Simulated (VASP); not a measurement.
# CaB3F4 (Im-3m) in VASP: further runs

The runs below take CaB3F4 through single point, relaxation of cell and atoms, with PBE.

Everything below comes from runs of VASP 6.6.1. Logs are shortened: lines on timing, memory, paths and dates and some standing lists are left out, and cuts for length are marked.

## Step 1: The cell of the first run

Symmetry: Im-3m, No. 229, cubic system. Conventional cell: a = 5.784 Å, b = 5.784 Å, c = 5.784 Å, α = 90.00°, β = 90.00°, γ = 90.00°. Within 3.3 Å of Ca (site symmetry m-3m) lie 8 F at 2.50 Å and 6 B at 2.89 Å. Within 3.3 Å of B (site symmetry 4/mmm) lie 8 F at 2.50 Å and 2 Ca at 2.89 Å and 4 B at 2.89 Å. Within 3.3 Å of F (site symmetry -3m) lie 2 Ca at 2.50 Å and 6 B at 2.50 Å and 6 F at 2.89 Å.

## Step 2: Single point, PBE, collinear spin, ferromagnetic start

Contents of INCAR:

```
PREC = Accurate
ENCUT = 520
EDIFF = 1E-6
ISMEAR = 0
SIGMA = 0.1
LREAL = F
LASPH = T
NELM = 150
ALGO = Normal
ISIF = 2
LWAVE = F
LCHARG = T
ISPIN = 2
MAGMOM = 0 0 0 0 1 1 1 1
LORBIT = 11
GGA = PE
LELF = T
LVHAR = T
NBANDS = 38
```

Contents of KPOINTS:

```
regular mesh
0
Gamma
  4 4 4
```

Contents of POSCAR:

```
CaB3F4
1.0
   -2.8918202353      2.8918202353      2.8918202353
    2.8918202353     -2.8918202353      2.8918202353
    2.8918202353      2.8918202353     -2.8918202353
Ca B F
1 3 4
Direct
    0.0000000000      0.0000000000      0.0000000000
    0.5000000000      0.5000000000      0.0000000000
    0.5000000000      0.0000000000      0.5000000000
    0.0000000000      0.5000000000      0.5000000000
    0.5000000000      0.5000000000      0.5000000000
    0.0000000000      0.0000000000      0.5000000000
    0.0000000000      0.5000000000      0.0000000000
    0.5000000000      0.0000000000      0.0000000000
```

Potentials or basis: VASP PAW PBE potentials, release 64 (Ca_sv, B, F).

Command:

```bash
$ cat potpaw_PBE.64/Ca_sv/POTCAR potpaw_PBE.64/B/POTCAR potpaw_PBE.64/F/POTCAR > POTCAR
$ mpirun -np 1 vasp_std > vasp.out
```

OUTCAR:

```text
PREC = Accurate
   ENCUT = 520
   EDIFF = 1E-6
   ISMEAR = 0
   LREAL = F
   LASPH = T
   NELM = 150
   ISIF = 2
   ISPIN = 2
   LORBIT = 11
   GGA = PE

 ion  position               nearest neighbor table
   1  0.000  0.000  0.000-   5 2.50   6 2.50   7 2.50   8 2.50   6 2.50   7 2.50   8 2.50   5 2.50

   2  0.500  0.500  0.000-
   3  0.500  0.000  0.500-
   4  0.000  0.500  0.500-
   5  0.500  0.500  0.500-   1 2.50   1 2.50
   6  0.000  0.000  0.500-   1 2.50   1 2.50
   7  0.000  0.500  0.000-   1 2.50   1 2.50
   8  0.500  0.000  0.000-   1 2.50   1 2.50

  LATTYP: Found a body centered cubic cell.
 ALAT       =     5.7836404706

  Lattice vectors:

 A1 = (  -2.8918202353,   2.8918202353,   2.8918202353)
 A2 = (   2.8918202353,  -2.8918202353,   2.8918202353)
 A3 = (   2.8918202353,   2.8918202353,  -2.8918202353)

Analysis of symmetry for initial positions (statically):
=====================================================================
 Subroutine PRICEL returns:
 Original cell was already a primitive cell.

 Routine SETGRP: Setting up the symmetry group for a
 body centered cubic supercell.

 Subroutine GETGRP returns: Found 48 space group operations
 (whereof 48 operations were pure point group operations)
 out of a pool of 48 trial point group operations.

The static configuration has the point symmetry O_h .

Analysis of symmetry for dynamics (positions and initial velocities):
=====================================================================
 Subroutine PRICEL returns:
 Original cell was already a primitive cell.

 Routine SETGRP: Setting up the symmetry group for a
 body centered cubic supercell.

 Subroutine GETGRP returns: Found 48 space group operations
 (whereof 48 operations were pure point group operations)
 out of a pool of 48 trial point group operations.

The dynamic configuration has the point symmetry O_h .

Analysis of structural, dynamic, and magnetic symmetry:
=====================================================================
 Subroutine PRICEL returns:
 Original cell was already a primitive cell.

 Routine SETGRP: Setting up the symmetry group for a
 body centered cubic supercell.

 Subroutine GETGRP returns: Found 48 space group operations
 (whereof 48 operations were pure point group operations)
 out of a pool of 48 trial point group operations.

The overall configuration has the point symmetry O_h .

 Subroutine INISYM returns: Found 48 space group operations
 (whereof 48 operations are pure point group operations),
 and found     1 'primitive' translations

----------------------------------------------------------------------------------------

                                     Primitive cell

  volume of cell :      96.7328

  direct lattice vectors                    reciprocal lattice vectors
    -2.891820235  2.891820235  2.891820235     0.000000000  0.172901480  0.172901480
     2.891820235 -2.891820235  2.891820235     0.172901480  0.000000000  0.172901480
     2.891820235  2.891820235 -2.891820235     0.172901480  0.172901480  0.000000000

  length of vectors
     5.008779574  5.008779574  5.008779574     0.244519619  0.244519619  0.244519619

  position of ions in fractional coordinates (direct lattice)
     0.000000000  0.000000000  0.000000000
     0.500000000  0.500000000  0.000000000
     0.500000000  0.000000000  0.500000000
     0.000000000  0.500000000  0.500000000
     0.500000000  0.500000000  0.500000000
     0.000000000  0.000000000  0.500000000
     0.000000000  0.500000000  0.000000000
     0.500000000  0.000000000  0.000000000

  ion indices of the primitive-cell ions
   primitive index   ion index
                 1           1
                 2           2
                 3           3
                 4           4
                 5           5
[... 38 lines left out ...]
  0.500000  0.500000  0.250000     12.000000
  0.500000  0.500000  0.500000      1.000000
   k-points           NKPTS =      8   k-points in BZ     NKDIM =      8   number of bands    NBANDS=     38
   number of dos      NEDOS =    301   number of ions     NIONS =      8
   total plane-waves  NPLWV =  64000
   dimension x,y,z NGX =    40 NGY =   40 NGZ =   40
   dimension x,y,z NGXF=    80 NGYF=   80 NGZF=   80
   ions per type =               1   3   4
   NGX,Y,Z   is equivalent  to a cutoff of  13.28, 13.28, 13.28 a.u.
   NGXF,Y,Z  is equivalent  to a cutoff of  26.55, 26.55, 26.55 a.u.
 SYSTEM =  unknown system
   PREC   = accura    normal or accurate (medium, high low for compatibility)
   ISTART =      0    job   : 0-new  1-cont  2-samecut
   ICHARG =      2    charge: 1-file 2-atom 10-const
   ISPIN  =      2    spin polarized calculation?
   LNONCOLLINEAR =      F non collinear calculations
   LSORBIT =      F    spin-orbit coupling
   LASPH  =      T    aspherical Exc in radial PAW
   ENCUT  =  520.0 eV  38.22 Ry    6.18 a.u.   9.31  9.31  9.31*2*pi/ulx,y,z
   NELM   =    150;   NELMIN=  2; NELMDL= -5     # of ELM steps
   EDIFF  = 0.1E-05   stopping-criterion for ELM
   LREAL  =      F    real-space projection
   EDIFFG = 0.1E-04   stopping-criterion for IOM
   NSW    =      0    number of steps for IOM
   IBRION =     -1    ionic relax: 0-MD 1-quasi-New 2-CG
   NFREE  =      0    steps in history (QN), initial steepest desc. (CG)
   ISIF   =      2    stress and relaxation
   ISYM   =      2    0-nonsym 1-usesym 2-fastsym
   POTIM  = 0.5000    time-step for ionic-motion
   TEBEG  =    0.0;   TEEND  =   0.0 temperature during run
   PSTRESS=    0.0 pullay stress
   NELECT =      47.0000    total number of electrons
   NUPDOWN=      -1.0000    fix difference up-down
   EMIN   =  10.00;   EMAX   =-10.00  energy-range for DOS
   EFERMI =   0.00;   METHOD = LEGACY
   ISMEAR =     0;   SIGMA  =   0.10  broadening in eV -4-tet -1-fermi 0-gaus
   EFERMI_NEDOS =   21; number of points for ismear=-14 and -15
   IALGO  =     38    algorithm
   IMIX   =      4    mixing-type and parameters
     AMIX     =   0.40;   BMIX     =  1.00
     AMIX_MAG =   1.60;   BMIX_MAG =  1.00
  volume/ion in A,a.u.               =      12.09        81.60
  Fermi-wavevector in a.u.,A,eV,Ry     =   1.287013  2.432101 22.536713  1.656402
  Thomas-Fermi vector in A             =   2.419053
   LORBIT       =     11    0 simple, 1 ext, 2 COOP (PROOUT), +10 PAW based schemes
   GGA     = PE    functional components
   LHFCALC =     F    Hartree Fock is set to
   AEXX    =    0.0000 exact exchange contribution
   IVDW    =     0    specifies the selected vdW correction
   LEPSILON=     F    determine dielectric tensor
   LRPA    =     F    only Hartree local field effects (RPA)
 spin polarized calculation
 Gauss-broadening in eV      SIGMA  =   0.10
  energy-cutoff  :      520.00
  volume of cell :       96.73
 maximum number of plane-waves:      2625
 NGX is ok and might be reduce to    40
   NGX = 19   NGY = 19   NGZ = 19

 number of electron      47.0000007 magnetization      -0.0003039

 number of electron      47.0000007 magnetization       0.0000135

 Free energy of the ion-electron system (eV)
  ---------------------------------------------------
  ext. energy  EPLUGINS =         0.00000000
  ---------------------------------------------------
  free energy    TOTEN  =       -30.42439732 eV

  energy without entropy =      -30.40960119  energy(sigma->0) =      -30.41699925

 E-fermi :   3.3115     XC(G=0): -10.1342

 val. band max:        3.1805754969   @ k =   0.5000   0.5000   0.2500
 cond. band min:       3.3317242296   @ k =   0.5000   0.5000   0.2500
 fundamental gap:      0.1511487326
 Fermi energy:         3.3114566314

 spin component 1

 k-point     1 :       0.0000    0.0000    0.0000
  band No.  band energies     occupation
      1     -37.8375      1.00000
      2     -20.7802      1.00000
      3     -20.3382      1.00000
      4     -20.3382      1.00000
      5     -20.3382      1.00000
      6     -18.8754      1.00000
[... 293 lines left out ...]
     34       7.9764      0.00000
     35       8.9769      0.00000
 Fermi energy:         3.3114566314

 spin component 2

 k-point     1 :       0.0000    0.0000    0.0000
  band No.  band energies     occupation
      1     -37.8375      1.00000
      2     -20.7802      1.00000
      3     -20.3382      1.00000
      4     -20.3382      1.00000
      5     -20.3382      1.00000
      6     -18.8754      1.00000
[... 293 lines left out ...]
     34       7.9763      0.00000
     35       8.9769      0.00000
 [bands above 35 left out]

------------------------ aborting loop because EDIFF is reached ----------------------------------------

  FORCE on cell =-STRESS in cart. coord.  units (eV):
  Direction    XX          YY          ZZ          XY          YZ          ZX
  --------------------------------------------------------------------------------------
  -------------------------------------------------------------------------------------
  Total       -0.0661730     -0.0661730     -0.0661730      0.0000000     -0.0000000      0.0000000
  in kB       -1.0960170     -1.0960170     -1.0960170      0.0000000     -0.0000000      0.0000000
  external PRESSURE =      -1.0960170 kB  Pullay stress =       0.0000000 kB

 VOLUME and BASIS-vectors are now :
 -----------------------------------------------------------------------------
  energy-cutoff  :      520.00
  volume of cell :       96.73
      direct lattice vectors                 reciprocal lattice vectors
    -2.891820235  2.891820235  2.891820235     0.000000000  0.172901480  0.172901480
     2.891820235 -2.891820235  2.891820235     0.172901480  0.000000000  0.172901480
     2.891820235  2.891820235 -2.891820235     0.172901480  0.172901480  0.000000000

 POSITION                                       TOTAL-FORCE (eV/Angst)
 -----------------------------------------------------------------------------------
      0.00000      0.00000      0.00000        -0.000000      0.000000     -0.000000
      0.00000      0.00000      2.89182        -0.000000      0.000000     -0.000000
      0.00000      2.89182      0.00000        -0.000000      0.000000     -0.000000
      2.89182      0.00000      0.00000        -0.000000      0.000000     -0.000000
      1.44591      1.44591      1.44591         0.000000     -0.000000      0.000000
      1.44591      1.44591     -1.44591        -0.000000      0.000000     -0.000000
      1.44591     -1.44591      1.44591         0.000000     -0.000000      0.000000
     -1.44591      1.44591      1.44591         0.000000      0.000000     -0.000000
 -----------------------------------------------------------------------------------
    total drift:                                0.000000     -0.000000      0.000000

  FREE ENERGIE OF THE ION-ELECTRON SYSTEM (eV)
  ---------------------------------------------------
  free  energy   TOTEN  =       -30.4243973200 eV

  energy  without entropy=      -30.4096011875  energy(sigma->0) =      -30.41699925

 total charge

# of ion       s       p       d       tot
------------------------------------------
    1        2.017   5.856   0.193   8.065
    2        1.006   0.304   0.000   1.311
    3        1.006   0.304   0.000   1.311
    4        1.006   0.304   0.000   1.311
    5        1.753   4.266   0.000   6.019
    6        1.753   4.266   0.000   6.019
    7        1.753   4.266   0.000   6.019
    8        1.753   4.266   0.000   6.019
--------------------------------------------------
tot         12.047  23.831   0.193  36.072

 magnetization (x)

# of ion       s       p       d       tot
------------------------------------------
    1       -0.000  -0.000  -0.000  -0.000
    2        0.000   0.000   0.000   0.000
    3        0.000   0.000   0.000   0.000
    4        0.000   0.000   0.000   0.000
    5        0.000   0.000   0.000   0.000
    6        0.000   0.000   0.000   0.000
    7        0.000   0.000   0.000   0.000
    8        0.000   0.000   0.000   0.000
--------------------------------------------------
tot          0.000   0.000  -0.000   0.000
```

It took 1.9 min on 1 thread of AMD EPYC 7R13 (Zen 3), shared host; peak memory 0.26 GiB.

Results:

* Free energy: -30.4244 eV
* Pressure: -0.1 GPa
* Net moment: 0.00 μB per cell
* Valence electrons inside the program's atomic spheres: Ca 8.06; B 1.31; F 6.02

Caveat: the k points lie up to 0.38 Å⁻¹ apart.

## Step 3: Single point, PBE

This run uses another cell than the first one, of 12.06 Å³/atom, 0.998 times its volume.

Contents of INCAR:

```
PREC = Accurate
ENCUT = 520
EDIFF = 1E-6
ISMEAR = 0
SIGMA = 0.1
LREAL = False
LASPH = True
NELM = 100
ALGO = Normal
ISIF = 2
LWAVE = False
LCHARG = True
GGA = PE
LELF = True
LVHAR = True
NBANDS = 34
```

Contents of KPOINTS:

```
Automatic mesh
0
Gamma
  10 10 10
```

POSCAR: that of step 2 with these lines changed.

```diff
@@ -2,5 +2,5 @@
 1.0
-   -2.8918202353      2.8918202353      2.8918202353
-    2.8918202353     -2.8918202353      2.8918202353
-    2.8918202353      2.8918202353     -2.8918202353
+   -2.8894830107      2.8894830107      2.8894830107
+    2.8894830107     -2.8894830107      2.8894830107
+    2.8894830107      2.8894830107     -2.8894830107
 Ca B F
```

Potentials or basis: VASP PAW PBE potentials, release 64 (Ca_sv, B, F).

Command:

```bash
$ cat potpaw_PBE.64/Ca_sv/POTCAR potpaw_PBE.64/B/POTCAR potpaw_PBE.64/F/POTCAR > POTCAR
$ mpirun -np 1 vasp_std > vasp.out
```

Wall time 4.3 min (1 thread of AMD EPYC 7R13 (Zen 3), shared host); peak memory 0.29 GiB.

The run converged. Its results:

| Property | Result |
| --- | --- |
| Free energy | -30.4349 eV |
| Pressure | -0.1 GPa |

Levels at points of the mesh, in eV from the Fermi level:
```csv
k point,band 20,band 21,band 22,band 23,band 24,band 25,band 26,band 27
"(0.00, 0.00, 0.00)",-4.74,-4.73,-4.35,-4.35,1.34,1.34,1.34,1.98
"(0.50, 0.00, 0.00)",-4.67,-3.02,-3.02,-2.96,0.03,0.29,0.40,1.23
"(0.50, 0.50, 0.50)",-4.53,-2.23,-2.00,-2.00,-1.14,-1.14,-1.14,0.52
```

Caveat: an odd number of electrons without spin polarisation forces a metal; a magnetic or distorted state may lie lower.

(Part 1 of 2 ends here.)
